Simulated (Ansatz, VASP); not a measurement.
# One calculation of BaH4, two programs

INCAR

```
SYSTEM = BaH4
  PREC = Accurate
  ENCUT = 520
  EDIFF = 1E-6
  ISMEAR = 0
  SIGMA = 0.02
  LREAL = .FALSE.
  LASPH = .TRUE.
  NELM = 60
  ALGO = Normal
  ISIF = 2
  LWAVE = .FALSE.
  LCHARG = .TRUE.
  GGA = PS
  LELF = .TRUE.
  LVHAR = .TRUE.
  NBANDS = 15
```

The input KPOINTS:

```
regular mesh
0
G
  6 6 6
  0 0 0
```

Contents of POSCAR:

```
BaH4
1.0
    3.7841377485     -2.2820829433     -0.0011282488
    3.7841377485      2.2820829433     -0.0011282488
   -2.3625183764      0.0000000000      3.7212393235
Ba H
1 4
Direct
    0.0000000000      0.0000000000      0.5000000000
    0.7415912572      0.7415912572      0.7599528174
    0.2584087428      0.2584087428      0.2400471826
    0.5386548712      0.5386548712      0.9685421304
    0.4613451288      0.4613451288      0.0314578696
```

Input for Ansatz:

```yaml
crystal:
  lattice:
    - [3.7841377485, -2.2820829433, -0.0011282488]
    - [3.7841377485, 2.2820829433, -0.0011282488]
    - [-2.3625183764, 0.0, 3.7212393235]
  atoms:
    - { symbol: Ba, position: [0.0, 0.0, 0.5] }
    - { symbol: H, position: [0.7415912572, 0.7415912572, 0.7599528174] }
    - { symbol: H, position: [0.2584087428, 0.2584087428, 0.2400471826] }
    - { symbol: H, position: [0.5386548712, 0.5386548712, 0.9685421304] }
    - { symbol: H, position: [0.4613451288, 0.4613451288, 0.0314578696] }
basis:
  ecutwfc: 420
kpoints:
  mp_grid: { grid: [6, 6, 6] }
  band_path:
    path:
      - [[0.0, 0.0, 0.0], [-0.37761779, 0.37761779, 0.0]]
      - [[-0.62238221, -0.37761779, 0.0], [-0.5, -0.5, 0.0], [0.0, 0.0, 0.0], [-0.5, -0.5, 0.5], [-0.73988123, -0.26011877, 0.5]]
      - [[-0.26011877, 0.26011877, 0.5], [0.0, 0.0, 0.5], [0.0, 0.0, 0.0]]
      - [[-0.5, 0.0, 0.5], [0.0, 0.0, 0.0], [-0.5, 0.0, 0.0]]
    npoints: 14
hamiltonian:
  xc: pbesol
scf:
  occupations: { method: gaussian, width: 0.02 }
  n_extra_bands: 12
output:
  forces: true
  stress: true
  eigenvalues: true
  populations: true
  dos: { projected: true, de: 0.02, nscf_kmesh: { grid: [9, 9, 9] } }
  bader: true
```

Alike in both runs: task single point; functional PBEsol; k mesh 6 × 6 × 6; occupations gaussian, width 0.02 eV; no spin polarisation.

|  | VASP | Ansatz |
| --- | --- | --- |
| version | VASP 6.6.1 | Ansatz 0.2.0 |
| potentials or method | VASP PAW PBE potentials, release 64 (Ba_sv, H), cutoff 520 eV | scalar-relativistic, plane waves, PAW |
| valence electrons in the cell | 14 | 14 |

Ansatz gave:

```
gap on the k mesh at the Fermi level (eV)                     : 2.41
least direct gap on the mesh (eV)                             : 2.75
pressure (GPa)                                                : -1.6
traceless stress, the component that is largest in VASP (GPa) : 0.56
rms of the force components (eV/Å)                            : 0.174
```

**Question.** Estimate VASP's values.

**Answer.** gap on the k mesh at the Fermi level (eV): 2.25; least direct gap on the mesh (eV): 2.67; pressure (GPa): -1.2; traceless stress, the component that is largest in VASP (GPa): 0.54; rms of the force components (eV/Å): 0.171.

VASP's potentials were made for PBE, not for PBEsol. Atom by atom the forces differ by 0.003 eV/Å (rms over components).

Neither program's run includes spin-orbit coupling.
